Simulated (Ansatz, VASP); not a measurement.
One calculation of Zr3ZnN2, two programs

The input INCAR:

```
  PREC = Accurate
  ENCUT = 600
  EDIFF = 1E-6
  ISMEAR = 0
  SIGMA = 0.1
  LREAL = F
  LASPH = T
  NELM = 60
  ALGO = Normal
  ISIF = 3
  LWAVE = F
  LCHARG = F
  GGA = PE
  IBRION = 2
  NSW = 90
  EDIFFG = -0.04
```

The input KPOINTS:

```
regular mesh
0
Gamma
  3 3 6
```

Contents of POSCAR:

```
Zr3ZnN2
1.0
    5.9683373897      0.0000000000      0.0000000000
   -2.9841686949      5.1687317979      0.0000000000
    0.0000000000      0.0000000000      3.0397068786
Zr Zn N
3 1 2
Direct
    0.5000000000      0.5000000000      0.5000000000
    0.5000000000      0.0000000000      0.5000000000
    0.0000000000      0.5000000000      0.5000000000
    0.0000000000      0.0000000000      0.0000000000
    0.6666666667      0.3333333333      0.0000000000
    0.3333333333      0.6666666667      0.0000000000
```

Input for Ansatz:

```yaml
crystal:
  lattice:
    - [5.9683374158, 0.0, 0.0]
    - [-2.9841687079, 5.1687318204, 0.0]
    - [0.0, 0.0, 3.0397067989]
  atoms:
    - { symbol: Zr, position: [0.5, 0.5, 0.5] }
    - { symbol: Zr, position: [0.5, 0.0, 0.5] }
    - { symbol: Zr, position: [0.0, 0.5, 0.5] }
    - { symbol: Zn, position: [0.0, 0.0, 0.0] }
    - { symbol: "N", position: [0.6666666667, 0.3333333333, 0.0] }
    - { symbol: "N", position: [0.3333333333, 0.6666666667, 0.0] }
basis:
  ecutwfc: 420
kpoints:
  mp_grid: { grid: [3, 3, 6] }
hamiltonian:
  xc: pbe
scf:
  occupations: { method: gaussian, width: 0.1 }
  lower_state_search: "off"
output:
  forces: true
  stress: true
  eigenvalues: true
relax:
  adjacent_minimum: "off"
  f_tol: 0.04
  max_steps: 70
  cell: { stress_tol: 0.4 }
```

Change from the starting cell: species swapped into the ErCo3Ni2 type (P6/mmm, No. 191).

Alike in both runs: task relaxation of cell and atoms; functional PBE; k mesh 3 × 3 × 6; occupations gaussian, width 0.1 eV; no spin polarisation.

|  | VASP | Ansatz |
| --- | --- | --- |
| version | VASP 6.6.1 | Ansatz 0.2.0 |
| potentials or method | VASP PAW PBE potentials, release 64 (Zr_sv, Zn, N), cutoff 600 eV | scalar-relativistic, plane waves, PAW |
| valence electrons in the cell | 58 | 58 |

```csv
,VASP,Ansatz,Ansatz less VASP
"gap on the k mesh at the Fermi level, each at its own relaxed structure (eV)",none,none,-
relaxed volume (Å³/atom),15.65,15.64,-0.009
relaxed cell length with the largest relative difference (Å),5.991,5.988,-0.0033
```

A gap of «none» marks a metal or a gap that the smearing closes.

The k mesh is coarse, so the values compare programs but aren't converged.
